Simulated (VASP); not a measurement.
# YbN (Pm-3m) in VASP: a series of runs, part 2 of 2

VASP 6.6.1.

### 5 Single point, LDA+U, non-collinear spin, typed start

INCAR reads:

```
  ALGO = Normal
  EDIFF = 1E-6
  ENCUT = 520
  GGA = CA
  ISIF = 2
  ISMEAR = 0
  LASPH = T
  LCHARG = F
  LDAU = T
  LDAUJ = 0 0
  LDAUL = 3 -1
  LDAUPRINT = 1
  LDAUTYPE = 2
  LDAUU = 2 0
  LMAXMIX = 6
  LNONCOLLINEAR = T
  LORBIT = 11
  LREAL = F
  LWAVE = F
  MAGMOM = 1.024 0.017 0.273 0 0 0
  NBANDS = 41
  NELM = 150
  PREC = Accurate
  SIGMA = 0.05
```

KPOINTS reads:

```
k-points
0
Gamma
  6 6 6
```

POSCAR reads:

```
YbN
1.0
    2.9096680100      0.0000000000      0.0000000000
    0.0000000000      2.9096680100      0.0000000000
    0.0000000000      0.0000000000      2.9096680100
Yb N
1 1
Direct
    0.0000000000      0.0000000000      0.0000000000
    0.5000000000      0.5000000000      0.5000000000
```

Potentials or basis: VASP PAW PBE potentials, release 64 (Yb, N).

Command:

```bash
cat potpaw_PBE.64/Yb/POTCAR potpaw_PBE.64/N/POTCAR > POTCAR
mpirun -np 1 vasp_ncl > vasp.out
```

OUTCAR:

```text
EDIFF = 1E-6
   ENCUT = 520
   GGA = CA
   ISIF = 2
   ISMEAR = 0
   LASPH = T
   LNONCOLLINEAR = T
   LORBIT = 11
   LREAL = F
   NELM = 150
   PREC = Accurate

 ion  position               nearest neighbor table
   1  0.000  0.000  0.000-   2 2.52   2 2.52   2 2.52   2 2.52   2 2.52   2 2.52   2 2.52   2 2.52

   2  0.500  0.500  0.500-   1 2.52   1 2.52   1 2.52   1 2.52   1 2.52   1 2.52   1 2.52   1 2.52

  LATTYP: Found a simple cubic cell.
 ALAT       =     2.9096680100

  Lattice vectors:

 A1 = (   2.9096680100,   0.0000000000,   0.0000000000)
 A2 = (   0.0000000000,   2.9096680100,   0.0000000000)
 A3 = (   0.0000000000,   0.0000000000,   2.9096680100)

Analysis of symmetry for initial positions (statically):
=====================================================================
 Subroutine PRICEL returns:
 Original cell was already a primitive cell.

 Routine SETGRP: Setting up the symmetry group for a
 simple cubic supercell.

 Subroutine GETGRP returns: Found 48 space group operations
[... 1317 lines left out ...]
  external PRESSURE =     -40.5385922 kB  Pullay stress =       0.0000000 kB

 VOLUME and BASIS-vectors are now :
 -----------------------------------------------------------------------------
  energy-cutoff  :      520.00
  volume of cell :       24.63
      direct lattice vectors                 reciprocal lattice vectors
     2.909668010  0.000000000  0.000000000     0.343681821  0.000000000  0.000000000
     0.000000000  2.909668010  0.000000000     0.000000000  0.343681821  0.000000000
     0.000000000  0.000000000  2.909668010     0.000000000  0.000000000  0.343681821

 POSITION                                       TOTAL-FORCE (eV/Angst)
 -----------------------------------------------------------------------------------
      0.00000      0.00000      0.00000         0.000000      0.000000      0.000000
      1.45483      1.45483      1.45483         0.000000      0.000000      0.000000
 -----------------------------------------------------------------------------------
    total drift:                                0.000000      0.000000      0.000000

  FREE ENERGIE OF THE ION-ELECTRON SYSTEM (eV)
  ---------------------------------------------------
  free  energy   TOTEN  =       -14.3803669353 eV

  energy  without entropy=      -14.3777981212  energy(sigma->0) =      -14.37908253

 total charge

# of ion       s       p       d       f       tot
--------------------------------------------------
    1        2.163   6.096   0.580  13.482  22.322
    2        1.238   2.351   0.000   0.000   3.589
--------------------------------------------------
tot          3.401   8.447   0.580  13.482  25.911

 magnetization (x)

# of ion       s       p       d       f       tot
--------------------------------------------------
    1       -0.001   0.002   0.002   0.382   0.387
    2        0.008   0.141   0.000   0.000   0.149
--------------------------------------------------
tot          0.007   0.144   0.002   0.382   0.536

 magnetization (y)

# of ion       s       p       d       f       tot
--------------------------------------------------
    1       -0.000   0.000   0.000   0.000   0.000
    2        0.000   0.000   0.000   0.000   0.000
--------------------------------------------------
tot          0.000   0.000   0.000   0.000   0.001

 magnetization (z)

# of ion       s       p       d       f       tot
--------------------------------------------------
    1       -0.000   0.000   0.000   0.075   0.076
    2        0.002   0.028   0.000   0.000   0.029
--------------------------------------------------
tot          0.001   0.028   0.000   0.075   0.106
```

stdout:

```text
POSCAR found type information on POSCAR YbN
 POSCAR found :  2 types and       2 ions
 scaLAPACK will be used
 -----------------------------------------------------------------------------
|                                                                             |
|                                                                             |
|     You enforced a specific xc type in the INCAR file but a different       |
|     I HOPE YOU KNOW WHAT YOU ARE DOING!                                     |
|                                                                             |
 -----------------------------------------------------------------------------

 LDA part: xc-table for (Slater(with rela. corr.)+CA(PZ))
 , standard interpolation
 POSCAR, INCAR and KPOINTS ok, starting setup
 FFT: planning ... GRIDC
 FFT: planning ... GRID_SOFT
 FFT: planning ... GRID
 WAVECAR not read
 entering main loop
```

Run time: 9.2 min. Hardware: 1 thread of AMD EPYC 7R13 (Zen 3), shared host; peak memory 0.29 GiB.

Results:

* Free energy: -14.3804 eV
* Pressure: -4.1 GPa
* Band gap on the k mesh: zero (bands 29 and 30 overlap by 1.09 eV)
* Net moment: 0.60 μB per cell
* Valence electrons inside the program's atomic spheres: Yb 22.32; N 3.59

Levels at points of the mesh, in eV from the Fermi level:
| k point | band 26 | band 27 | band 28 | band 29 | band 30 | band 31 | band 32 | band 33 |
| --- | --- | --- | --- | --- | --- | --- | --- | --- |
| (0.00, 0.00, 0.00) | 0.41 | 0.41 | 0.49 | 0.49 | 0.51 | 0.51 | 0.71 | 0.71 |
| (0.50, 0.00, 0.00) | -0.93 | -0.93 | -0.88 | -0.88 | -0.35 | 1.88 | 1.89 | 7.66 |
| (0.00, 0.50, 0.00) | -0.93 | -0.93 | -0.88 | -0.88 | -0.35 | 1.88 | 1.89 | 7.66 |
| (0.00, 0.00, 0.50) | -0.93 | -0.93 | -0.88 | -0.88 | -0.35 | 1.88 | 1.89 | 7.66 |
| (0.50, 0.50, 0.00) | -0.84 | -0.77 | -0.77 | 0.74 | 1.31 | 1.56 | 1.58 | 4.76 |
| (0.00, 0.50, 0.50) | -0.84 | -0.77 | -0.77 | 0.74 | 1.31 | 1.56 | 1.58 | 4.76 |
| (0.50, 0.00, 0.50) | -0.84 | -0.77 | -0.77 | 0.74 | 1.31 | 1.56 | 1.58 | 4.76 |
| (0.50, 0.50, 0.50) | -1.07 | -1.03 | -1.03 | -1.03 | -0.23 | 9.51 | 9.51 | 9.51 |

Moments on the atoms (μB; x, y, z):
```
Yb  0.39 0.00 0.08
N   0.15 0.00 0.03
```

Caveat: the cell stands under tension; the PAW data sets were made with another functional, which shifts forces and pressure a little; spin-orbit coupling is left out, which moves the levels of the heavy elements. The state reached can hang on the start; a lower one may exist.

### 6 Overview

```tsv
level	spin	U	gap on the mesh (eV)	pressure (GPa)	moment (μB)
LDA+U	collinear, ferromagnetic start	Yb f U = 5.0 eV	none	-6.3	0.89
PBEsol+U	collinear, ferromagnetic start	Yb f U = 6.0 eV	none	-2.4	0.97
LDA+U	non-collinear, typed start	Yb f U = 2.0 eV	none	-4.1	0.60
```

Alike in all rows: task single point; potentials or basis VASP PAW PBE potentials, release 64 (Yb, N); cell as given; k mesh 6 × 6 × 6; cutoff (eV) 520; smearing gaussian 0.05 eV.

The pressure there spans -6.3 GPa (LDA+U) to -2.4 GPa (PBEsol+U); a positive pressure means that this level wants a larger cell, a negative one a smaller.

Caveats: the PAW data sets were made with another functional, which shifts forces and pressure a little; spin-orbit coupling is left out, which moves the levels of the heavy elements; the cell stands under tension (at least some runs).

Absolute energies hang on the potentials; compare differences alone.
